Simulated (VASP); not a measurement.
A run of VASP 6.6.1:

INCAR

```
SYSTEM = Mg3ZnS4
ALGO = Normal
EDIFF = 1E-6
ENCUT = 520
GGA = PS
ISIF = 2
ISMEAR = -1
LASPH = .True.
LCHARG = .True.
LELF = .True.
LREAL = .False.
LVHAR = .True.
LWAVE = .False.
NBANDS = 31
NELM = 60
PREC = Accurate
SIGMA = 0.05
```

File KPOINTS:

```
k-points
0
Gamma
  4 4 4
  0 0 0
```

File POSCAR:

```
Mg3ZnS4
1.0
   -2.7914054972      2.7914520137      5.5692238672
    2.7908528520     -2.7916985392      5.5690669186
    2.7913934946      2.7916813102     -5.5693483961
Mg Zn S
3 1 4
Direct
    0.5136954316      0.5119894547      0.0175860080
    0.7636827113      0.2619802390      0.5175616106
    0.2636841572      0.7619922148      0.5175710104
    0.0137011686      0.0119897413      0.0175858722
    0.6509824667      0.1318222375      0.0175975188
    0.1335403833      0.6492638948      0.0175986618
    0.3764435993      0.3747359428      0.5001785586
    0.8938811971      0.8921710570      0.5350522937
```

Potentials or basis: VASP PAW PBE potentials, release 64 (Mg, Zn, S).

The run is started by

```sh
$ cat potpaw_PBE.64/Mg/POTCAR potpaw_PBE.64/Zn/POTCAR potpaw_PBE.64/S/POTCAR > POTCAR
$ mpirun -np 1 vasp_std > vasp.out
```

Hardware: 1 thread of Intel(R) Xeon(R) Platinum 8375C CPU @ 2.90GHz (Ice Lake) (shared host).

Problem. Estimate the wall time of this run.

Solution. It took 5.1 min on 1 thread of Intel(R) Xeon(R) Platinum 8375C CPU @ 2.90GHz (Ice Lake) (shared host), peak memory 0.5 GiB. Counts: scf iterations 15, k points 36.
